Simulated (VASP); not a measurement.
PbO, 4 atoms in the cell. Symmetry: P4/nmm, No. 129, tetragonal system. Conventional cell: a = 4.043 Å, b = 4.043 Å, c = 5.095 Å, α = 90.00°, β = 90.00°, γ = 90.00°. Within 3.1 Å of Pb (site symmetry 4mm) lie 4 O at 2.35 Å. O (site symmetry -4m2) has 4 Pb at 2.35 Å and 4 O at 2.86 Å within 3.1 Å.  This cell differs from its parent crystal: volume scaled by 1.05.

- Program: VASP 6.6.1
- Task: single point
- Functional: PBEsol
- Potentials or basis: VASP PAW PBE potentials, release 64 (Pb_d, O)
- Cutoff: 520 eV
- k mesh: 6 × 6 × 4
- Occupations: gaussian, width 0.05 eV
- Spin: non-collinear spin, zero start, spin-orbit coupling
- Starting moments: [[0.0, 0.0, 0.0], [0.0, 0.0, 0.0], [0.0, 0.0, 0.0], [0.0, 0.0, 0.0]] μB
- Dipole correction: no
- Further INCAR settings: ALGO = Normal; EDIFF = 1e-06; NBANDS = 54

Potentials or basis: VASP PAW PBE potentials, release 64 (Pb_d, O).

Command:

```sh
$ cat potpaw_PBE.64/Pb_d/POTCAR potpaw_PBE.64/O/POTCAR > POTCAR
$ mpirun -np 1 vasp_ncl > vasp.out
```

Hardware: 1 thread of Intel(R) Xeon(R) Platinum 8259CL CPU @ 2.50GHz (Skylake/Cascade Lake), on a shared host.

Question: Estimate the wall time of this run.

Answer: It took 6.6 min on 1 thread of Intel(R) Xeon(R) Platinum 8259CL CPU @ 2.50GHz (Skylake/Cascade Lake), with other jobs on the host, peak memory 0.43 GiB. Counts: scf iterations 15, k points 30.
